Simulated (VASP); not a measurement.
# BN (C222_1) in VASP: a series of runs, part 2 of 2

VASP 6.6.1.

### 5 Single point, PBE (atoms displaced along a vibrational mode)

File INCAR:

```
SYSTEM = BN
ALGO     = Normal         ! electronic algorithm
EDIFF    = 1E-6           ! SCF threshold, eV
ENCUT    = 600            ! plane-wave cutoff, eV
GGA      = PE             ! functional
GGA_COMPAT= .FALSE.      
ISIF     = 2              ! what is computed and relaxed
ISMEAR   = 0              ! smearing method
LASPH    = .TRUE.         ! aspherical terms in the spheres
LCHARG   = .FALSE.        ! write CHGCAR
LREAL    = .FALSE.        ! projectors in reciprocal space
LWAVE    = .FALSE.        ! write WAVECAR
NBANDS   = 16             ! bands
NELM     = 120            ! most SCF steps
PREC     = Accurate       ! precision mode
SIGMA    = 0.05           ! smearing width, eV
```

File KPOINTS:

```
k-points
0
G
  10 10 6
  0 0 0
```

File POSCAR:

```
BN
1.0
    0.0000000000     -1.8130010000     -1.8130010000
    0.0000000000      1.8130010000     -1.8130010000
    3.6260020000      0.0000000000      0.0000000000
B N
2 2
Direct
    0.5206839378      0.4793160622      0.5000000000
   -0.0206839378      0.0206839378      0.0000000000
    0.0183770411      0.5183770411      0.2500000000
    0.4816229589     -0.0183770411      0.7500000000
```

Potentials or basis: VASP PAW PBE potentials, release 64 (B, N).

On the command line:

```sh
> cat potpaw_PBE.64/B/POTCAR potpaw_PBE.64/N/POTCAR > POTCAR
> mpirun -np 1 vasp_std > vasp.out
```

OUTCAR:

```text
SYSTEM = BN
   EDIFF = 1E-6
   ENCUT = 600
   GGA = PE
   ISIF = 2
   ISMEAR = 0
   LASPH = .TRUE.
   LREAL = .FALSE.
   NELM = 120
   PREC = Accurate

 ion  position               nearest neighbor table
   1  0.521  0.479  0.500-   3 1.57   4 1.57   4 1.58   3 1.58
   2  0.979  0.021  0.000-   3 1.57   4 1.57   4 1.58   3 1.58
   3  0.018  0.518  0.250-   1 1.57   2 1.57   1 1.58   2 1.58
   4  0.482  0.982  0.750-   1 1.57   2 1.57   1 1.58   2 1.58

  LATTYP: Found a simple tetragonal cell.
 ALAT       =     2.5639706028
 C/A-ratio  =     1.4142135624

  Lattice vectors:

 A1 = (   0.0000000000,  -1.8130010000,  -1.8130010000)
 A2 = (   0.0000000000,   1.8130010000,  -1.8130010000)
 A3 = (   3.6260020000,   0.0000000000,   0.0000000000)

Analysis of symmetry for initial positions (statically):
=====================================================================
 Subroutine PRICEL returns:
 Original cell was already a primitive cell.

 Routine SETGRP: Setting up the symmetry group for a
 simple tetragonal supercell.
[... 168 lines left out ...]
  ---------------------------------------------------
  free energy    TOTEN  =       -34.69122114 eV

  energy without entropy =      -34.69122114  energy(sigma->0) =      -34.69122114

 E-fermi :   7.5982     XC(G=0): -12.7886

 val. band max:        7.3426479871   @ k =   0.0000   0.0000   0.0000
 cond. band min:      11.6015149567   @ k =   0.5000   0.5000   0.0000
 fundamental gap:      4.2588669696
 Fermi energy:         7.5981993778

 k-point     1 :       0.0000    0.0000    0.0000
  band No.  band energies     occupation
      1     -12.8263      2.00000
      2      -7.2866      2.00000
      3      -1.5551      2.00000
      4       2.4825      2.00000
      5       2.5234      2.00000
      6       7.2482      2.00000
[... 433 lines left out ...]
      3      -0.5622      2.00000
      4       0.7460      2.00000
      5       1.0213      2.00000
      6       2.1641      2.00000
[... 8 lines left out ...]
     15      22.1247      0.00000
     16      23.3178      0.00000

 [... further k-points ...]
[... 5 lines left out ...]
  --------------------------------------------------------------------------------------
  -------------------------------------------------------------------------------------
  Total        0.0807876     -0.2211024     -0.1467814      0.0000000      0.0000000      0.0000000
  in kB        5.4300162    -14.8610624     -9.8656917      0.0000000      0.0000000      0.0000000
  external PRESSURE =      -6.4322460 kB  Pullay stress =       0.0000000 kB

 VOLUME and BASIS-vectors are now :
 -----------------------------------------------------------------------------
  energy-cutoff  :      600.00
  volume of cell :       23.84
      direct lattice vectors                 reciprocal lattice vectors
     0.000000000 -1.813001000 -1.813001000     0.000000000 -0.275785838 -0.275785838
     0.000000000  1.813001000 -1.813001000     0.000000000  0.275785838 -0.275785838
     3.626002000  0.000000000  0.000000000     0.275785838  0.000000000  0.000000000

 POSITION                                       TOTAL-FORCE (eV/Angst)
 -----------------------------------------------------------------------------------
      1.81300     -0.07500     -1.81300         0.000000      1.429448      0.000000
      0.00000     -1.73800     -1.81300         0.000000     -1.429448      0.000000
      0.90650      0.90650     -0.97314        -0.000000     -0.000000      1.655430
      2.71950      0.90650     -2.65287         0.000000     -0.000000     -1.655430
 -----------------------------------------------------------------------------------
    total drift:                                0.000000     -0.000000     -0.000000

  FREE ENERGIE OF THE ION-ELECTRON SYSTEM (eV)
  ---------------------------------------------------
  free  energy   TOTEN  =       -34.6912211397 eV

  energy  without entropy=      -34.6912211397  energy(sigma->0) =      -34.69122114
```

OSZICAR:

```text
N       E                     dE             d eps       ncg     rms          rms(c)
DAV:   1     0.494182760232E+02    0.49418E+02   -0.92345E+03  3968   0.110E+03
DAV:   2    -0.337271698721E+02   -0.83145E+02   -0.76995E+02  5632   0.262E+02
DAV:   3    -0.365680318398E+02   -0.28409E+01   -0.28316E+01  4728   0.451E+01
DAV:   4    -0.365756545828E+02   -0.76227E-02   -0.76220E-02  4752   0.261E+00
DAV:   5    -0.365756766051E+02   -0.22022E-04   -0.22022E-04  4712   0.130E-01    0.935E+00
DAV:   6    -0.348399526849E+02    0.17357E+01   -0.22819E+00  5176   0.143E+01    0.440E+00
DAV:   7    -0.347189072690E+02    0.12105E+00   -0.32434E-01  4896   0.464E+00    0.272E+00
DAV:   8    -0.346924532055E+02    0.26454E-01   -0.51111E-02  4872   0.189E+00    0.269E-01
DAV:   9    -0.346909614735E+02    0.14917E-02   -0.20858E-03  4912   0.628E-01    0.138E-01
DAV:  10    -0.346912180084E+02   -0.25653E-03   -0.53020E-04  4896   0.188E-01    0.285E-02
DAV:  11    -0.346912192593E+02   -0.12509E-05   -0.36078E-05  5032   0.594E-02    0.149E-02
DAV:  12    -0.346912210441E+02   -0.17848E-05   -0.50215E-06  4568   0.233E-02    0.222E-03
DAV:  13    -0.346912211397E+02   -0.95642E-07   -0.13844E-07  1984   0.439E-03
   1 F= -.34691221E+02 E0= -.34691221E+02  d E =-.212491E-15
```

It took 27 s on 1 thread of AMD EPYC 7R13 (Zen 3), shared host; peak memory 0.13 GiB.

What came out:

| Property | Result |
| --- | --- |
| Free energy | -34.6912 eV |
| Pressure | -0.6 GPa |
| Largest force | 1.655 eV/Å |
| Band gap on the k mesh | 4.26 eV |

Forces on the atoms (eV/Å):
```
B    0.000  1.429  0.000
B    0.000 -1.429  0.000
N    0.000  0.000  1.655
N    0.000  0.000 -1.655
```

Caveat: the cell differs from its parent crystal (atoms displaced along a vibrational mode); forces of over 1 eV/Å act on the atoms, so gaps and moduli don't describe the material at rest. A k mesh can miss the band edges.

### 6 The runs side by side

```csv
cell,gap on the mesh (eV),pressure (GPa),largest force (eV/Å)
"as given, atomic positions A",4.11,-0.8,2.21
"as given, atomic positions B",3.45,-1.3,3.86
"as given, atomic positions C",3.93,-0.9,2.76
"as given, atomic positions D",4.26,-0.6,1.66
```

Alike in all rows: task single point; level PBE; potentials or basis VASP PAW PBE potentials, release 64 (B, N); no spin polarisation; k mesh 10 × 10 × 6; cutoff (eV) 600; smearing gaussian 0.05 eV.

Caveats: forces of over 1 eV/Å act on the atoms, so gaps and moduli don't describe the material at rest; the stress differs along the axes, from -6 to 5 GPa (at least some runs); the stress differs along the axes, from -3 to 2 GPa (at least some runs).

Absolute energies hang on the potentials; compare differences alone.
